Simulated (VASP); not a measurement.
Here is a VASP 6.6.1 calculation.

The input INCAR:

```
PREC = Accurate
ENCUT = 520
EDIFF = 1E-6
ISMEAR = 0
SIGMA = 0.005
LREAL = False
LASPH = True
NELM = 100
ALGO = Normal
ISIF = 2
LWAVE = False
LCHARG = False
GGA = PE
ISYM = 0
NBANDS = 16
```

File KPOINTS:

```
regular mesh
0
Gamma
  1 1 1
```

POSCAR

```
SiF2
1.0
   15.0000000000      0.0000000000      0.0000000000
    0.0000000000     15.5000000000      0.0000000000
    0.0000000000      0.0000000000     16.0000000000
Si F
1 2
Direct
    0.4994329503      0.4993795627      0.4571946822
    0.5836662624      0.5013778524      0.5204170031
    0.4169007873      0.4992425849      0.5223883147
```

Potentials or basis: VASP PAW PBE potentials, release 64 (Si, F).

Launch:

```console
$ cat potpaw_PBE.64/Si/POTCAR potpaw_PBE.64/F/POTCAR > POTCAR
$ mpirun -np 1 vasp_gam > vasp.out
```

Task: Estimate the largest force.

Result: 0.270 eV/Å.

Task: What does it give for the gap between the frontier levels?

Result: 4.14 eV.

Forces on the atoms (eV/Å):
```
Si  -0.004 -0.004 -0.270
F    0.175  0.004  0.132
F   -0.171 -0.001  0.138
```
